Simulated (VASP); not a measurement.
Input of a VASP 6.6.1 run:

The input POSCAR:

```
GaN
1.0
    0.0000000000      2.2535006075      2.2535006075
    2.2535006075      0.0000000000      2.2535006075
    2.2535006075      2.2535006075      0.0000000000
Ga N
1 1
Direct
    0.0000000000      0.0000000000      0.0000000000
    0.2500000000      0.2500000000      0.2500000000
```

Contents of INCAR.step1:

```
SYSTEM = GaN
ALGO     = Normal         ! electronic algorithm
EDIFF    = 1E-4           ! SCF threshold, eV
ENCUT    = 520            ! plane-wave cutoff, eV
GGA      = PE             ! functional
ISMEAR   = -1             ! smearing method
LASPH    = .True.         ! aspherical terms in the spheres
LCHARG   = .False.        ! write CHGCAR
LREAL    = .False.        ! projectors in reciprocal space
LWAVE    = .True.         ! write WAVECAR
NBANDS   = 16             ! bands
NELM     = 60             ! most SCF steps
PREC     = Accurate       ! precision mode
SIGMA    = 0.05           ! smearing width, eV
```

INCAR.step2

```
SYSTEM = GaN
ALGO     = Normal         ! electronic algorithm
BPARAM   = 11.95        
CPARAM   = 0.0093       
EDIFF    = 1E-6           ! SCF threshold, eV
ENCUT    = 520            ! plane-wave cutoff, eV
ISIF     = 2              ! what is computed and relaxed
ISMEAR   = -1             ! smearing method
ISTART   = 1            
IVDW_NL  = 2            
LASPH    = .True.         ! aspherical terms in the spheres
LCHARG   = .False.        ! write CHGCAR
LMIXTAU  = .True.       
LREAL    = .False.        ! projectors in reciprocal space
LUSE_VDW = .True.       
LWAVE    = .False.        ! write WAVECAR
METAGGA  = R2SCAN         ! meta-GGA
NBANDS   = 16             ! bands
NELM     = 60             ! most SCF steps
PREC     = Accurate       ! precision mode
SIGMA    = 0.05           ! smearing width, eV
```

KPOINTS

```
k-points
0
Gamma
  10 10 10
  0 0 0
```

Potentials or basis: VASP PAW PBE potentials, release 64 (Ga_d, N).

The run is started by

```bash
$ cat potpaw_PBE.64/Ga_d/POTCAR potpaw_PBE.64/N/POTCAR > POTCAR
$ cp INCAR.step1 INCAR
$ mpirun -np 1 vasp_std > vasp.out
$ cp INCAR.step2 INCAR
$ mpirun -np 1 vasp_std > vasp.out
```

Problem. Estimate the pressure.

Solution. -1.2 GPa.

Problem. What does it give for the band gap on the k mesh?

Solution. 2.09 eV.

Caveat: the PAW data sets were made with another functional, which shifts forces and pressure a little.
